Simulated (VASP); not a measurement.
# MoPt in VASP: a series of runs

MoPt is run at these levels: PBE; tasks: single point.

All numbers are computed with VASP 6.6.1; they aren't measurements. Logs are shortened: lines on timing, memory, paths and dates and some standing lists are left out, and cuts for length are marked.

## (1) The cell of the first run

The cell holds a sheet with vacuum, 2 atoms: a = 3.532 Å, b = 3.532 Å, c = 23.800 Å, α = 90.00°, β = 90.00°, γ = 90.00°.

The cell was built from a structure type or drawn by symmetry, and may not be a known phase.

## (2) Single point, PBE

INCAR reads:

```
SYSTEM = MoPt
ALGO = Normal ; DIPOL = 0.5 0.5 0.294
EDIFF = 1E-6 ; ENCUT = 520
GGA = PE ; IDIPOL = 3
ISIF = 2 ; ISMEAR = 0
LASPH = .True. ; LCHARG = .False.
LDIPOL = .True. ; LREAL = .False.
LWAVE = .False. ; NBANDS = 19
NELM = 100 ; PREC = Accurate
SIGMA = 0.1
```

KPOINTS reads:

```
k-points
0
Gamma
  6 6 1
  0 0 0
```

POSCAR reads:

```
MoPt
1.0
    3.5317009934      0.0000000000      0.0000000000
    0.0000000000      3.5317009934      0.0000000000
    0.0000000000      0.0000000000     23.8000000000
Mo Pt
1 1
Direct
    0.5000000000      0.5000000000      0.2941176471
    0.0000000000      0.0000000000      0.2941176471
```

Potentials or basis: VASP PAW PBE potentials, release 64 (Mo_sv, Pt).

The run is started by

```
cat potpaw_PBE.64/Mo_sv/POTCAR potpaw_PBE.64/Pt/POTCAR > POTCAR
mpirun -np 1 vasp_std > vasp.out
```

OUTCAR:

```text
SYSTEM = MoPt
   EDIFF = 1E-6
   ENCUT = 520
   GGA = PE
   ISIF = 2
   ISMEAR = 0
   LASPH = .True.
   LREAL = .False.
   NELM = 100
   PREC = Accurate

 ion  position               nearest neighbor table
   1  0.500  0.500  0.294-   2 2.50   2 2.50   2 2.50   2 2.50
   2  0.000  0.000  0.294-   1 2.50   1 2.50   1 2.50   1 2.50

  LATTYP: Found a simple tetragonal cell.
 ALAT       =     3.5317009934
 C/A-ratio  =     6.7389623426

  Lattice vectors:

 A1 = (   3.5317009934,   0.0000000000,   0.0000000000)
 A2 = (   0.0000000000,   3.5317009934,   0.0000000000)
 A3 = (   0.0000000000,   0.0000000000,  23.8000000000)

Analysis of symmetry for initial positions (statically):
=====================================================================
 Subroutine PRICEL returns:
 Original cell was already a primitive cell.

 Routine SETGRP: Setting up the symmetry group for a
 simple tetragonal supercell.

 Subroutine GETGRP returns: Found 16 space group operations
 (whereof  8 operations were pure point group operations)
 out of a pool of 16 trial point group operations.

The static configuration has the point symmetry C_4v.
 The point group associated with its full space group is D_4h.

Analysis of symmetry for dynamics (positions and initial velocities):
=====================================================================
 Subroutine PRICEL returns:
 Original cell was already a primitive cell.

 Routine SETGRP: Setting up the symmetry group for a
 simple tetragonal supercell.

 Subroutine GETGRP returns: Found 16 space group operations
 (whereof  8 operations were pure point group operations)
 out of a pool of 16 trial point group operations.

The dynamic configuration has the point symmetry C_4v.
 The point group associated with its full space group is D_4h.

 Subroutine INISYM returns: Found 16 space group operations
 (whereof  8 operations are pure point group operations),
 and found     1 'primitive' translations

----------------------------------------------------------------------------------------

                                     Primitive cell

  volume of cell :     296.8553

  direct lattice vectors                    reciprocal lattice vectors
     3.531700993  0.000000000  0.000000000     0.283149678  0.000000000  0.000000000
     0.000000000  3.531700993  0.000000000     0.000000000  0.283149678  0.000000000
     0.000000000  0.000000000 23.800000000     0.000000000  0.000000000  0.042016807

  length of vectors
     3.531700993  3.531700993 23.800000000     0.283149678  0.283149678  0.042016807

  position of ions in fractional coordinates (direct lattice)
     0.500000000  0.500000000  0.294117647
     0.000000000  0.000000000  0.294117647

  ion indices of the primitive-cell ions
   primitive index   ion index
                 1           1
                 2           2

----------------------------------------------------------------------------------------

 KPOINTS: k-points

Automatic generation of k-mesh.
 Grid dimensions read from file:
 generate k-points for:    6    6    1

 Generating k-lattice:

  Cartesian coordinates                     Fractional coordinates (reciprocal lattice)
     0.047191613  0.000000000  0.000000000     0.166666667  0.000000000  0.000000000
     0.000000000  0.047191613  0.000000000     0.000000000  0.166666667  0.000000000
     0.000000000  0.000000000  0.042016807     0.000000000  0.000000000  1.000000000

  Length of vectors
     0.047191613  0.047191613  0.042016807

  Shift w.r.t. Gamma in fractional coordinates (k-lattice)
     0.000000000  0.000000000  0.000000000

 Subroutine IBZKPT returns following result:
 ===========================================

 Found     10 irreducible k-points:

 Following reciprocal coordinates:
            Coordinates               Weight
  0.000000  0.000000  0.000000      1.000000
  0.166667  0.000000  0.000000      4.000000
  0.333333  0.000000  0.000000      4.000000
  0.500000  0.000000  0.000000      2.000000
  0.166667  0.166667  0.000000      4.000000
  0.333333  0.166667  0.000000      8.000000
  0.500000  0.166667  0.000000      4.000000
  0.333333  0.333333  0.000000      4.000000
  0.500000  0.333333  0.000000      4.000000
  0.500000  0.500000  0.000000      1.000000
   k-points           NKPTS =     10   k-points in BZ     NKDIM =     10   number of bands    NBANDS=     19
   number of dos      NEDOS =    301   number of ions     NIONS =      2
   total plane-waves  NPLWV = 141120
   dimension x,y,z NGX =    28 NGY =   28 NGZ =  180
   dimension x,y,z NGXF=    56 NGYF=   56 NGZF=  360
   ions per type =               1   1
   NGX,Y,Z   is equivalent  to a cutoff of  13.18, 13.18, 12.57 a.u.
   NGXF,Y,Z  is equivalent  to a cutoff of  26.36, 26.36, 25.15 a.u.
 SYSTEM =  MoPt
   PREC   = accura    normal or accurate (medium, high low for compatibility)
   ISTART =      0    job   : 0-new  1-cont  2-samecut
   ICHARG =      2    charge: 1-file 2-atom 10-const
   ISPIN  =      1    spin polarized calculation?
   LNONCOLLINEAR =      F non collinear calculations
   LSORBIT =      F    spin-orbit coupling
   LASPH  =      T    aspherical Exc in radial PAW
   ENCUT  =  520.0 eV  38.22 Ry    6.18 a.u.   6.57  6.57 44.25*2*pi/ulx,y,z
   NELM   =    100;   NELMIN=  2; NELMDL= -5     # of ELM steps
   EDIFF  = 0.1E-05   stopping-criterion for ELM
   LREAL  =      F    real-space projection
   EDIFFG = 0.1E-04   stopping-criterion for IOM
   NSW    =      0    number of steps for IOM
   IBRION =     -1    ionic relax: 0-MD 1-quasi-New 2-CG
   NFREE  =      0    steps in history (QN), initial steepest desc. (CG)
   ISIF   =      2    stress and relaxation
   ISYM   =      2    0-nonsym 1-usesym 2-fastsym
   POTIM  = 0.5000    time-step for ionic-motion
   TEBEG  =    0.0;   TEEND  =   0.0 temperature during run
   PSTRESS=    0.0 pullay stress
   NELECT =      24.0000    total number of electrons
   NUPDOWN=      -1.0000    fix difference up-down
   EMIN   =  10.00;   EMAX   =-10.00  energy-range for DOS
   EFERMI =   0.00;   METHOD = LEGACY
   ISMEAR =     0;   SIGMA  =   0.10  broadening in eV -4-tet -1-fermi 0-gaus
   EFERMI_NEDOS =   21; number of points for ismear=-14 and -15
   IALGO  =     38    algorithm
   IMIX   =      4    mixing-type and parameters
     AMIX     =   0.40;   BMIX     =  1.00
     AMIX_MAG =   1.60;   BMIX_MAG =  1.00
  volume/ion in A,a.u.               =     148.43      1001.64
  Fermi-wavevector in a.u.,A,eV,Ry     =   0.707887  1.337712  6.817925  0.501103
  Thomas-Fermi vector in A             =   1.794055
   LORBIT       =      0    0 simple, 1 ext, 2 COOP (PROOUT), +10 PAW based schemes
   GGA     = PE    functional components
   LHFCALC =     F    Hartree Fock is set to
   AEXX    =    0.0000 exact exchange contribution
   IVDW    =     0    specifies the selected vdW correction
   LEPSILON=     F    determine dielectric tensor
   LRPA    =     F    only Hartree local field effects (RPA)
 non-spin polarized calculation
 Gauss-broadening in eV      SIGMA  =   0.10
  energy-cutoff  :      520.00
  volume of cell :      296.86
 maximum number of plane-waves:      8047
 NGX is ok and might be reduce to    28
   NGX = 13   NGY = 13   NGZ = 89

 dipolmoment           0.000000      0.000000     -0.000033 electrons x Angstroem

 number of electron      24.0000006 magnetization

 dipolmoment           0.000000      0.000000      0.000002 electrons x Angstroem

 Free energy of the ion-electron system (eV)
  ---------------------------------------------------
  ext. energy  EPLUGINS =         0.00000000
  ---------------------------------------------------
  free energy    TOTEN  =       -13.22698396 eV

  energy without entropy =      -13.19282291  energy(sigma->0) =      -13.20990344

 E-fermi :  -3.0821     XC(G=0):  -2.1713

 val. band max:       -3.1700314289   @ k =   0.5000   0.0000   0.0000
 cond. band min:      -3.0698260925   @ k =   0.3333   0.3333   0.0000
 fundamental gap:      0.1002053364
 Fermi energy:        -3.0821407445

 k-point     1 :       0.0000    0.0000    0.0000
  band No.  band energies     occupation
      1     -64.5341      2.00000
      2     -38.6359      2.00000
      3     -38.6359      2.00000
      4     -38.5505      2.00000
      5     -10.1254      2.00000
      6      -9.7519      2.00000
[... 11 lines left out ...]
     18       1.8432      0.00000
     19       2.0294      0.00000

 k-point     2 :       0.1667    0.0000    0.0000
  band No.  band energies     occupation
      1     -64.5317      2.00000
      2     -38.6646      2.00000
      3     -38.6451      2.00000
      4     -38.5495      2.00000
      5      -9.5924      2.00000
      6      -9.3496      2.00000
[... 11 lines left out ...]
     18       2.2272      0.00000
     19       2.3519      0.00000

 k-point     3 :       0.3333    0.0000    0.0000
  band No.  band energies     occupation
      1     -64.5270      2.00000
      2     -38.7216      2.00000
      3     -38.6636      2.00000
      4     -38.5475      2.00000
      5      -8.4678      2.00000
      6      -7.9739      2.00000
[... 11 lines left out ...]
     18       2.7641      0.00000
     19       3.3139      0.00000

 k-point     4 :       0.5000    0.0000    0.0000
  band No.  band energies     occupation
      1     -64.5246      2.00000
      2     -38.7498      2.00000
      3     -38.6728      2.00000
      4     -38.5465      2.00000
      5      -7.8105      2.00000
      6      -6.8969      2.00000
[... 11 lines left out ...]
     18       2.5949      0.00000
     19       4.2306      0.00000

 k-point     5 :       0.1667    0.1667    0.0000
  band No.  band energies     occupation
      1     -64.5301      2.00000
      2     -38.6844      2.00000
      3     -38.6519      2.00000
      4     -38.5482      2.00000
      5      -9.4876      2.00000
      6      -8.9650      2.00000
[... 11 lines left out ...]
     18       2.5828      0.00000
     19       2.6871      0.00000

 k-point     6 :       0.3333    0.1667    0.0000
  band No.  band energies     occupation
      1     -64.5267      2.00000
      2     -38.7197      2.00000
      3     -38.6693      2.00000
      4     -38.5458      2.00000
      5      -8.7688      2.00000
      6      -7.9604      2.00000
[... 11 lines left out ...]
     18       3.0729      0.00000
     19       3.6362      0.00000

 k-point     7 :       0.5000    0.1667    0.0000
  band No.  band energies     occupation
      1     -64.5250      2.00000
      2     -38.7365      2.00000
      3     -38.6788      2.00000
      4     -38.5445      2.00000
      5      -7.6901      2.00000
      6      -7.5717      2.00000
[... 11 lines left out ...]
     18       2.6944      0.00000
     19       4.5489      0.00000

 k-point     8 :       0.3333    0.3333    0.0000
  band No.  band energies     occupation
      1     -64.5262      2.00000
      2     -38.7145      2.00000
      3     -38.6821      2.00000
      4     -38.5424      2.00000
      5      -8.8037      2.00000
      6      -7.4773      2.00000
[... 11 lines left out ...]
     18       3.9935      0.00000
     19       4.5311      0.00000

 k-point     9 :       0.5000    0.3333    0.0000
  band No.  band energies     occupation
      1     -64.5260      2.00000
      2     -38.7098      2.00000
      3     -38.6906      2.00000
      4     -38.5407      2.00000
      5      -8.2759      2.00000
      6      -8.0667      2.00000
[... 11 lines left out ...]
     18       3.0774      0.00000
     19       5.1317      0.00000

 k-point    10 :       0.5000    0.5000    0.0000
  band No.  band energies     occupation
      1     -64.5265      2.00000
      2     -38.6965      2.00000
      3     -38.6965      2.00000
      4     -38.5387      2.00000
      5      -8.5399      2.00000
      6      -8.3701      2.00000
[... 11 lines left out ...]
     18       3.7132      0.00000
     19       4.4617      0.00000

------------------------ aborting loop because EDIFF is reached ----------------------------------------

 vacuum level on the upper side and lower side of the slab       (xc-potential included)        -0.006        -0.006

  FORCE on cell =-STRESS in cart. coord.  units (eV):
  Direction    XX          YY          ZZ          XY          YZ          ZX
  --------------------------------------------------------------------------------------
  -------------------------------------------------------------------------------------
  Total       -0.0685550     -0.0685550     -0.0184855      0.0000000     -0.0000000      0.0000000
  in kB       -0.3700028     -0.3700028     -0.0997695      0.0000000     -0.0000000      0.0000000
  external PRESSURE =      -0.2799251 kB  Pullay stress =       0.0000000 kB

 VOLUME and BASIS-vectors are now :
 -----------------------------------------------------------------------------
  energy-cutoff  :      520.00
  volume of cell :      296.86
      direct lattice vectors                 reciprocal lattice vectors
     3.531700993  0.000000000  0.000000000     0.283149678  0.000000000  0.000000000
     0.000000000  3.531700993  0.000000000     0.000000000  0.283149678  0.000000000
     0.000000000  0.000000000 23.800000000     0.000000000  0.000000000  0.042016807

 POSITION                                       TOTAL-FORCE (eV/Angst)
 -----------------------------------------------------------------------------------
      1.76585      1.76585      7.00000        -0.000000      0.000000      0.000000
      0.00000      0.00000      7.00000         0.000000      0.000000      0.000000
 -----------------------------------------------------------------------------------
    total drift:                                0.000000      0.000000      0.000058

  FREE ENERGIE OF THE ION-ELECTRON SYSTEM (eV)
  ---------------------------------------------------
  free  energy   TOTEN  =       -13.2269839629 eV

  energy  without entropy=      -13.1928229140  energy(sigma->0) =      -13.20990344

 vacuum level on the upper side and lower side of the slab         1.831         1.831
```

Wall time 43 s (1 thread of AMD EPYC 9R45 (Zen 5), shared host); peak memory 0.36 GiB.

Results:

```
Free energy            : -13.2270 eV
Band gap on the k mesh : zero (bands 12 and 13 overlap by 2.08 eV)
```

Caveat: spin-orbit coupling is left out, which moves the levels of the heavy elements.

(Part 1 of 2 ends here.)
